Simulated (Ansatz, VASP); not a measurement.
## SiB6: VASP beside Ansatz

```
Si B
1.0
     4.66051    0.00000    0.00000
    -2.33026    4.03612    0.00000
     0.00000    0.00000    3.58742
Si B
1 6
Direct
  0.00000 0.00000 0.00000
  0.41578 0.20789 0.50000
  0.79211 0.20789 0.50000
  0.79211 0.58422 0.50000
  0.20789 0.41578 0.50000
  0.20789 0.79211 0.50000
  0.58422 0.79211 0.50000
```

Alike in both runs: functional PBE; k mesh 5 × 5 × 3; occupations gaussian, width 0.2 eV; no spin polarisation.

Ansatz relaxed the structure, and its values are those at the end. VASP's run is a single point on that final structure, the one shown.

|  | VASP | Ansatz |
| --- | --- | --- |
| version | VASP 6.6.1 | Ansatz 0.2.0 |
| potentials or method | VASP PAW PBE potentials, release 64 (Si, B), cutoff 500 eV | scalar-relativistic, plane waves, PAW |
| valence electrons in the cell | 22 | 22 |

|  | VASP | Ansatz | Ansatz less VASP |
| --- | --- | --- | --- |
| gap on the k mesh at the Fermi level (eV) | none | none | - |
| pressure (GPa) | 0.0 | 0.0 | +0.01 |
| rms of the force components (eV/Å) | 0.004 | 0.001 | -0.0028 |

A gap of «none» marks a metal or a gap that the smearing closes.

The k mesh is coarse, so the values compare programs but aren't converged.
